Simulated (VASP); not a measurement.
# HfN (rock salt type): single point with HSE06

Crystal: HfN (rock salt type).

```
CELL_PARAMETERS angstrom
0.00000 2.24980 2.24980
2.24980 0.00000 2.24980
2.24980 2.24980 0.00000
ATOMIC_POSITIONS crystal
Hf 0.00000 0.00000 0.00000
N 0.50000 0.50000 0.50000
```

| Property | Result |
| --- | --- |
| Program | VASP 6.6.1 |
| Task | single point |
| Functional | HSE06 |
| Potentials or basis | VASP PAW PBE potentials, release 64 (Hf_pv, N) |
| Cutoff | 520 eV |
| k mesh | 4 × 4 × 4 |
| Occupations | fermi-dirac, width 0.1 eV |
| Spin | no spin polarisation |
| Dipole correction | no |
| Grid for exact exchange (PRECFOCK) | Normal |
| Further INCAR settings | ALGO = Normal; EDIFF = 1e-07; NBANDS = 14 |
| Screening parameter | 0.2079 1/Å |

- Pressure: -0.3 GPa

Levels at points of the mesh, in eV from the Fermi level:
| k point | band 5 | band 6 | band 7 | band 8 | band 9 | band 10 |
| --- | --- | --- | --- | --- | --- | --- |
| (0.00, 0.00, 0.00) | -3.39 | -3.39 | -3.39 | 0.31 | 0.31 | 0.31 |
| (0.50, 0.00, 0.00) | -9.89 | -6.91 | -6.91 | 4.34 | 4.79 | 4.79 |
| (0.50, 0.50, 0.00) | -6.12 | -4.18 | -4.18 | -3.95 | 5.14 | 6.76 |

It took 3.8 min on 1 thread of AMD EPYC 9R45 (Zen 5) (shared host), peak memory 0.21 GiB.

Caveat: the k points lie up to 0.60 Å⁻¹ apart; the PAW data sets were made with another functional, which shifts forces and pressure a little; spin-orbit coupling is left out, which moves the levels of the heavy elements.
